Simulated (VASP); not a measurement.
Input of a VASP 6.6.1 run:

INCAR

```
SYSTEM = Sb
ALGO = Normal
EDIFF = 1E-6
EDIFFG = -0.01
ENCUT = 600
GGA = PE
IBRION = 2
ISIF = 3
ISMEAR = 0
LASPH = .TRUE.
LCHARG = .FALSE.
LREAL = .FALSE.
LWAVE = .FALSE.
NELM = 80
NSW = 100
PREC = Accurate
SIGMA = 0.1
```

The input KPOINTS:

```
k-points
0
G
  12 12 12
  0 0 0
```

Contents of POSCAR:

```
Sb
1.0
   -2.7959248812      2.7959248812      3.1294022845
    2.7959248812     -2.7959248812      3.1294022845
    2.7959248812      2.7959248812     -3.1294022845
Sb
3
Direct
    0.7500000000      0.2500000000      0.5000000000
    0.2500000000      0.7500000000      0.5000000000
    0.5000000000      0.5000000000      0.0000000000
```

Potentials or basis: VASP PAW PBE potentials, release 64 (Sb).

Launch:

```bash
$ cat potpaw_PBE.64/Sb/POTCAR > POTCAR
$ mpirun -np 1 vasp_std > vasp.out
```

Q: Predict the space group after relaxing (to 0.05 Å).

A: I4/mmm (No. 139).

Q: What does it give for the relaxed cell?

A: a = 5.043 Å, b = 5.043 Å, c = 5.043 Å, α = 112.21°, β = 112.21°, γ = 104.12°.

Final structure:
```cif
data_structure
_symmetry_space_group_name_H-M 'P 1'
_symmetry_Int_Tables_number 1
_cell_length_a 5.0429
_cell_length_b 5.0429
_cell_length_c 5.0429
_cell_angle_alpha 112.211
_cell_angle_beta 112.211
_cell_angle_gamma 104.121
_cell_volume 98.08
loop_
_atom_site_label
_atom_site_type_symbol
_atom_site_fract_x
_atom_site_fract_y
_atom_site_fract_z
_atom_site_occupancy
Sb1 Sb 0.75000 0.25000 0.50000 1
Sb2 Sb 0.25000 0.75000 0.50000 1
Sb3 Sb 0.50000 0.50000 0.00000 1
```
